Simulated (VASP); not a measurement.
# Re (P6_3/mmc) in VASP: a series of runs

The runs below take Re through single point, with r2SCAN.

Program: VASP 6.6.1. These are calculated values, not measurements. Logs are shortened: lines on timing, memory, paths and dates and some standing lists are left out, and cuts for length are marked.

### Step 1. The cell of the first run

The structure is hexagonal, space group P6_3/mmc (No. 194). The conventional cell has a = 2.866 Å, b = 2.866 Å, c = 4.629 Å, α = 90.00°, β = 90.00°, γ = 120.00°. Within 3.7 Å of Re (site symmetry -6m2) lie 12 Re at 2.85 to 2.87 Å.

### Step 2. Single point, r2SCAN (16.46 Å³/atom)

Contents of POSCAR:

```
Re
1.0
    2.8660771280      0.0000000000      0.0000000000
   -1.4330385640      2.4820956021      0.0000000000
    0.0000000000      0.0000000000      4.6288250785
Re
2
Direct
    0.3333333333      0.6666666667      0.2500000000
    0.6666666667      0.3333333333      0.7500000000
```

Contents of INCAR.step1:

```
PREC = Accurate
ENCUT = 520
ISMEAR = -1
SIGMA = 0.1
LREAL = False
LASPH = True
NELM = 60
NBANDS = 14
GGA = PE
ALGO = Normal
EDIFF = 1E-4
LWAVE = True
LCHARG = False
```

Contents of INCAR.step2:

```
PREC = Accurate
ENCUT = 520
EDIFF = 1E-6
ISMEAR = -1
SIGMA = 0.1
LREAL = False
LASPH = True
NELM = 60
ALGO = Normal
ISIF = 2
LWAVE = False
LCHARG = True
METAGGA = R2SCAN
LMIXTAU = True
LELF = True
LVHAR = True
NBANDS = 14
ISTART = 1
```

Contents of KPOINTS:

```
Automatic mesh
0
Gamma
  21 21 12
```

Potentials or basis: VASP PAW PBE potentials, release 64 (Re).

The run is started by

```sh
$ cat potpaw_PBE.64/Re/POTCAR > POTCAR
$ cp INCAR.step1 INCAR
$ mpirun -np 1 vasp_std > vasp.out
$ cp INCAR.step2 INCAR
$ mpirun -np 1 vasp_std > vasp.out
```

OUTCAR:

```text
PREC = Accurate
   ENCUT = 520
   EDIFF = 1E-6
   ISMEAR = -1
   LREAL = False
   LASPH = True
   NELM = 60
   ISIF = 2
   METAGGA = R2SCAN
   ISTART = 1

 ion  position               nearest neighbor table
   1  0.333  0.667  0.250-   2 2.85   2 2.85   2 2.85   2 2.85   2 2.85   2 2.85
   2  0.667  0.333  0.750-   1 2.85   1 2.85   1 2.85   1 2.85   1 2.85   1 2.85

  LATTYP: Found a hexagonal cell.
 ALAT       =     2.8660771280
 C/A-ratio  =     1.6150385603

  Lattice vectors:

 A1 = (   2.8660771280,   0.0000000000,   0.0000000000)
 A2 = (  -1.4330385640,   2.4820956021,   0.0000000000)
 A3 = (   0.0000000000,   0.0000000000,   4.6288250785)

Analysis of symmetry for initial positions (statically):
=====================================================================
 Subroutine PRICEL returns:
 Original cell was already a primitive cell.

 Routine SETGRP: Setting up the symmetry group for a
 hexagonal supercell.

 Subroutine GETGRP returns: Found 24 space group operations
 (whereof 12 operations were pure point group operations)
 out of a pool of 24 trial point group operations.

The static configuration has the point symmetry D_3d.
 The point group associated with its full space group is D_6h.

Analysis of symmetry for dynamics (positions and initial velocities):
=====================================================================
 Subroutine PRICEL returns:
 Original cell was already a primitive cell.

 Routine SETGRP: Setting up the symmetry group for a
 hexagonal supercell.

 Subroutine GETGRP returns: Found 24 space group operations
 (whereof 12 operations were pure point group operations)
 out of a pool of 24 trial point group operations.

The dynamic configuration has the point symmetry D_3d.
 The point group associated with its full space group is D_6h.

 Subroutine INISYM returns: Found 24 space group operations
 (whereof 12 operations are pure point group operations),
 and found     1 'primitive' translations

----------------------------------------------------------------------------------------

                                     Primitive cell

  volume of cell :      32.9289

  direct lattice vectors                    reciprocal lattice vectors
     2.866077128  0.000000000  0.000000000     0.348908963  0.201442684  0.000000000
    -1.433038564  2.482095602  0.000000000     0.000000000  0.402885368  0.000000000
[... 93 lines left out ...]
   POTIM  = 0.5000    time-step for ionic-motion
   TEBEG  =    0.0;   TEEND  =   0.0 temperature during run
   PSTRESS=    0.0 pullay stress
   NELECT =      14.0000    total number of electrons
   NUPDOWN=      -1.0000    fix difference up-down
   EMIN   =  10.00;   EMAX   =-10.00  energy-range for DOS
   EFERMI =   0.00;   METHOD = LEGACY
   ISMEAR =    -1;   SIGMA  =   0.10  broadening in eV -4-tet -1-fermi 0-gaus
   EFERMI_NEDOS =   21; number of points for ismear=-14 and -15
   IALGO  =     38    algorithm
   IMIX   =      4    mixing-type and parameters
     AMIX     =   0.40;   BMIX     =  1.00
     AMIX_MAG =   1.60;   BMIX_MAG =  1.00
  volume/ion in A,a.u.               =      16.46       111.11
  Fermi-wavevector in a.u.,A,eV,Ry     =   1.231001  2.326255 20.617777  1.515364
  Thomas-Fermi vector in A             =   2.365828
   LORBIT       =      0    0 simple, 1 ext, 2 COOP (PROOUT), +10 PAW based schemes
   METAGGA = R2SCAN    functional components
   LHFCALC =     F    Hartree Fock is set to
   AEXX    =    0.0000 exact exchange contribution
   IVDW    =     0    specifies the selected vdW correction
   LEPSILON=     F    determine dielectric tensor
   LRPA    =     F    only Hartree local field effects (RPA)
 non-spin polarized calculation
  energy-cutoff  :      520.00
  volume of cell :       32.93
 maximum number of plane-waves:       905
 NGX is ok and might be reduce to    24
   NGX = 11   NGY = 11   NGZ = 17

 number of electron      14.0000000 magnetization

 Free energy of the ion-electron system (eV)
  ---------------------------------------------------
  ext. energy  EPLUGINS =         0.00000000
  ---------------------------------------------------
  free energy    TOTEN  =      -104.50654188 eV

  energy without entropy =     -104.44662218  energy(sigma->0) =     -104.47658203

 E-fermi :   6.3622     XC(G=0): -14.2989

 val. band max:        6.3596636909   @ k =   0.1429   0.0000   0.0000
 cond. band min:       6.3690973130   @ k =   0.4762   0.0476   0.5000
 fundamental gap:      0.0094336221
 Fermi energy:         6.3622414935

 k-point     1 :       0.0000    0.0000    0.0000
  band No.  band energies     occupation
      1      -3.1993      2.00000
      2       0.2384      2.00000
      3       4.9855      2.00000
      4       5.0152      2.00000
      5       5.0152      2.00000
      6       5.7329      1.99631
      7       5.7329      1.99631
      8       6.5661      0.23038
      9       6.5661      0.23038
     10       6.7281      0.05026
     11       9.3723      0.00000
     12       9.3723      0.00000
     13      15.4219      0.00000
     14      21.0238      0.00000
[... 377 lines left out ...]
      1      -1.0675      2.00000
      2       1.8133      2.00000
      3       3.3550      2.00000
      4       3.3777      2.00000
      5       4.8088      2.00000
      6       5.1028      1.99999
      7       6.0679      1.89989
      8       6.5584      0.24652
      9       7.1350      0.00088
     10       7.8356      0.00000
     11       9.8239      0.00000
     12      14.2698      0.00000
     13      14.9838      0.00000
     14      20.7915      0.00000

 [... further k-points ...]

------------------------ aborting loop because EDIFF is reached ----------------------------------------

  FORCE on cell =-STRESS in cart. coord.  units (eV):
  Direction    XX          YY          ZZ          XY          YZ          ZX
  --------------------------------------------------------------------------------------
  -------------------------------------------------------------------------------------
  Total       -7.1073189     -7.1073189     -7.1518149     -0.0000000      0.0000000      0.0000000
  in kB     -345.8113438   -345.8113438   -347.9763292     -0.0000000      0.0000000      0.0000000
  external PRESSURE =    -346.5330056 kB  Pullay stress =       0.0000000 kB

 VOLUME and BASIS-vectors are now :
 -----------------------------------------------------------------------------
  energy-cutoff  :      520.00
  volume of cell :       32.93
      direct lattice vectors                 reciprocal lattice vectors
     2.866077128  0.000000000  0.000000000     0.348908963  0.201442684  0.000000000
    -1.433038564  2.482095602  0.000000000     0.000000000  0.402885368  0.000000000
     0.000000000  0.000000000  4.628825079     0.000000000  0.000000000  0.216037544

 POSITION                                       TOTAL-FORCE (eV/Angst)
 -----------------------------------------------------------------------------------
     -0.00000      1.65473      1.15721        -0.000000      0.000000      0.000000
      1.43304      0.82737      3.47162         0.000000     -0.000000      0.000000
 -----------------------------------------------------------------------------------
    total drift:                               -0.000000      0.000000     -0.000000

  FREE ENERGIE OF THE ION-ELECTRON SYSTEM (eV)
  ---------------------------------------------------
  free  energy   TOTEN  =      -104.5065418834 eV

  energy  without entropy=     -104.4466221766  energy(sigma->0) =     -104.47658203
```

It took 3.5 min on 1 thread of Intel Xeon 6975P-C (Granite Rapids), shared host; peak memory 0.26 GiB.

What came out:

```
Free energy            : -104.5065 eV
Pressure               : -34.7 GPa
Band gap on the k mesh : zero (bands 7 and 8 overlap by 2.70 eV)
```

Stress tensor (GPa, compression positive):
```
-34.58   0.00   0.00
  0.00 -34.58   0.00
  0.00   0.00 -34.80
```

Levels at points of the mesh, in eV from the Fermi level:
```tsv
k point	band 5	band 6	band 7	band 8	band 9	band 10
(0.00, 0.00, 0.00)	-1.35	-0.63	-0.63	0.20	0.20	0.37
(0.00, 0.00, 0.50)	-1.47	-1.47	-1.47	-1.47	2.25	2.25
```

Caveat: the cell stands under tension; the PAW data sets were made with another functional, which shifts forces and pressure a little; spin-orbit coupling is left out, which moves the levels of the heavy elements.

### Step 3. Single point, r2SCAN

This run uses another cell than the first one, of 14.70 Å³/atom.

Contents of POSCAR:

```
Re
1.0
    2.7598270443      0.0000000000      0.0000000000
   -1.3799135221      2.3900803304      0.0000000000
    0.0000000000      0.0000000000      4.4572270891
Re
2
Direct
    0.3333333333      0.6666666667      0.2500000000
    0.6666666667      0.3333333333      0.7500000000
```

Contents of INCAR.step1:

```
PREC = Accurate
ENCUT = 610
ISMEAR = -1
SIGMA = 0.1
LREAL = F
LASPH = T
NELM = 120
NBANDS = 22
GGA = PE
ALGO = Normal
EDIFF = 1E-5
LWAVE = T
LCHARG = F
GGA_COMPAT = F
```

Contents of INCAR.step2:

```
PREC = Accurate
ENCUT = 610
EDIFF = 1E-6
ISMEAR = -1
SIGMA = 0.1
LREAL = F
LASPH = T
NELM = 120
ALGO = Normal
ISIF = 2
LWAVE = F
LCHARG = F
METAGGA = R2SCAN
LMIXTAU = T
NBANDS = 22
ISTART = 1
GGA_COMPAT = F
```

Contents of KPOINTS:

```
regular mesh
0
Gamma
  3 3 2
```

Potentials or basis: VASP PAW PBE potentials, release 64 (Re_sv_GW).

The run is started by

```sh
$ cat potpaw_PBE.64/Re_sv_GW/POTCAR > POTCAR
$ cp INCAR.step1 INCAR
$ mpirun -np 1 vasp_std > vasp.out
$ cp INCAR.step2 INCAR
$ mpirun -np 1 vasp_std > vasp.out
```

OUTCAR:

```text
PREC = Accurate
   ENCUT = 610
   EDIFF = 1E-6
   ISMEAR = -1
   LREAL = F
   LASPH = T
   NELM = 120
   ISIF = 2
   METAGGA = R2SCAN
   ISTART = 1

 ion  position               nearest neighbor table
   1  0.333  0.667  0.250-   2 2.74   2 2.74   2 2.74   2 2.74   2 2.74   2 2.74
   2  0.667  0.333  0.750-   1 2.74   1 2.74   1 2.74   1 2.74   1 2.74   1 2.74

  LATTYP: Found a hexagonal cell.
 ALAT       =     2.7598270443
 C/A-ratio  =     1.6150385577

  Lattice vectors:

 A1 = (   2.7598270443,   0.0000000000,   0.0000000000)
 A2 = (  -1.3799135221,   2.3900803304,   0.0000000000)
 A3 = (   0.0000000000,   0.0000000000,   4.4572270891)

Analysis of symmetry for initial positions (statically):
=====================================================================
 Subroutine PRICEL returns:
 Original cell was already a primitive cell.

 Routine SETGRP: Setting up the symmetry group for a
 hexagonal supercell.

 Subroutine GETGRP returns: Found 24 space group operations
 (whereof 12 operations were pure point group operations)
 out of a pool of 24 trial point group operations.

The static configuration has the point symmetry D_3d.
 The point group associated with its full space group is D_6h.

Analysis of symmetry for dynamics (positions and initial velocities):
=====================================================================
 Subroutine PRICEL returns:
 Original cell was already a primitive cell.

 Routine SETGRP: Setting up the symmetry group for a
 hexagonal supercell.

 Subroutine GETGRP returns: Found 24 space group operations
 (whereof 12 operations were pure point group operations)
 out of a pool of 24 trial point group operations.

The dynamic configuration has the point symmetry D_3d.
 The point group associated with its full space group is D_6h.
[... 90 lines left out ...]
   PSTRESS=    0.0 pullay stress
   NELECT =      30.0000    total number of electrons
   NUPDOWN=      -1.0000    fix difference up-down
   EMIN   =  10.00;   EMAX   =-10.00  energy-range for DOS
   EFERMI =   0.00;   METHOD = LEGACY
   ISMEAR =    -1;   SIGMA  =   0.10  broadening in eV -4-tet -1-fermi 0-gaus
   EFERMI_NEDOS =   21; number of points for ismear=-14 and -15
   IALGO  =     38    algorithm
   IMIX   =      4    mixing-type and parameters
     AMIX     =   0.40;   BMIX     =  1.00
     AMIX_MAG =   1.60;   BMIX_MAG =  1.00
  volume/ion in A,a.u.               =      14.70        99.20
  Fermi-wavevector in a.u.,A,eV,Ry     =   1.648145  3.114543 36.958641  2.716383
  Thomas-Fermi vector in A             =   2.737484
   LORBIT       =      0    0 simple, 1 ext, 2 COOP (PROOUT), +10 PAW based schemes
   METAGGA = R2SCAN    functional components
   LHFCALC =     F    Hartree Fock is set to
   AEXX    =    0.0000 exact exchange contribution
   IVDW    =     0    specifies the selected vdW correction
   LEPSILON=     F    determine dielectric tensor
   LRPA    =     F    only Hartree local field effects (RPA)
 non-spin polarized calculation
  energy-cutoff  :      610.00
  volume of cell :       29.40
 maximum number of plane-waves:      1038
 NGX is ok and might be reduce to    24
   NGX = 11   NGY = 11   NGZ = 17

 number of electron      30.0000002 magnetization

 Free energy of the ion-electron system (eV)
  ---------------------------------------------------
  ext. energy  EPLUGINS =         0.00000000
  ---------------------------------------------------
  free energy    TOTEN  =      -107.48651277 eV

  energy without entropy =     -107.36180055  energy(sigma->0) =     -107.42415666

 E-fermi :  13.0465     XC(G=0): -15.5990

 val. band max:       12.9263084257   @ k =   0.3333   0.3333   0.5000
 cond. band min:      13.0769718748   @ k =   0.0000   0.0000   0.0000
 fundamental gap:      0.1506634492
 Fermi energy:        13.0464617648

 k-point     1 :       0.0000    0.0000    0.0000
  band No.  band energies     occupation
      1     -69.1458      2.00000
      2     -69.0096      2.00000
      3     -30.9194      2.00000
      4     -29.7917      2.00000
      5     -29.7917      2.00000
      6     -29.6073      2.00000
[... 139 lines left out ...]
     21      23.8338      0.00000
     22      23.8338      0.00000

------------------------ aborting loop because EDIFF is reached ----------------------------------------

  FORCE on cell =-STRESS in cart. coord.  units (eV):
  Direction    XX          YY          ZZ          XY          YZ          ZX
  --------------------------------------------------------------------------------------
  -------------------------------------------------------------------------------------
  Total        1.1916087      1.1916087      2.4161490      0.0000000      0.0000000      0.0000000
  in kB       64.9359378     64.9359378    131.6664660      0.0000000      0.0000000      0.0000000
  external PRESSURE =      87.1794472 kB  Pullay stress =       0.0000000 kB

 VOLUME and BASIS-vectors are now :
 -----------------------------------------------------------------------------
  energy-cutoff  :      610.00
  volume of cell :       29.40
      direct lattice vectors                 reciprocal lattice vectors
     2.759827044  0.000000000  0.000000000     0.362341547  0.209197990  0.000000000
    -1.379913522  2.390080330  0.000000000     0.000000000  0.418395979  0.000000000
     0.000000000  0.000000000  4.457227089     0.000000000  0.000000000  0.224354734

 POSITION                                       TOTAL-FORCE (eV/Angst)
 -----------------------------------------------------------------------------------
     -0.00000      1.59339      1.11431         0.000000      0.000000      0.000000
      1.37991      0.79669      3.34292        -0.000000      0.000000      0.000000
 -----------------------------------------------------------------------------------
    total drift:                                0.000000     -0.000000      0.000000

  FREE ENERGIE OF THE ION-ELECTRON SYSTEM (eV)
  ---------------------------------------------------
  free  energy   TOTEN  =      -107.4865127746 eV

  energy  without entropy=     -107.3618005529  energy(sigma->0) =     -107.42415666
```

OSZICAR.step1:

```text
N       E                     dE             d eps       ncg     rms          rms(c)
DAV:   1     0.331954684096E+03    0.33195E+03   -0.23021E+04   264   0.163E+03
DAV:   2    -0.129790226481E+02   -0.34493E+03   -0.33404E+03   328   0.447E+02
DAV:   3    -0.293564866962E+02   -0.16377E+02   -0.16190E+02   330   0.947E+01
DAV:   4    -0.295343472015E+02   -0.17786E+00   -0.17784E+00   276   0.100E+01
DAV:   5    -0.295355961426E+02   -0.12489E-02   -0.12489E-02   324   0.786E-01    0.139E+02
DAV:   6    -0.276901479764E+02    0.18454E+01   -0.27108E+00   282   0.121E+01    0.719E+01
DAV:   7    -0.274164683629E+02    0.27368E+00   -0.16288E+00   306   0.892E+00    0.866E+00
DAV:   8    -0.273880448477E+02    0.28424E-01   -0.12838E-01   288   0.287E+00    0.518E+00
DAV:   9    -0.273881004322E+02   -0.55584E-04   -0.42393E-03   276   0.774E-01    0.989E-01
DAV:  10    -0.273880787556E+02    0.21677E-04   -0.81732E-05   294   0.749E-02    0.202E-01
DAV:  11    -0.273880918221E+02   -0.13066E-04   -0.18128E-05   170   0.401E-02    0.283E-02
DAV:  12    -0.273880926048E+02   -0.78272E-06   -0.19045E-06   132   0.128E-02
   1 F= -.27388093E+02 E0= -.27323178E+02  d E =-.129829E+00
```

It took 62 s on 1 thread of Intel Xeon Platinum 8259CL at 2.50GHz (Skylake/Cascade Lake), shared host; peak memory 0.16 GiB.

Results:

```yaml
Free_energy: -107.4865 eV
Pressure: 8.7 GPa
Band_gap_on_the_k_mesh: zero (bands 15 and 16 overlap by 2.03 eV)
```

Caveat: the k points lie up to 0.88 Å⁻¹ apart, too coarse for converged energies and pressures of a metal; the PAW data sets were made with another functional, which shifts forces and pressure a little; spin-orbit coupling is left out, which moves the levels of the heavy elements.

The gap in the log of VASP goes by the Fermi energy; the results here count the filled bands.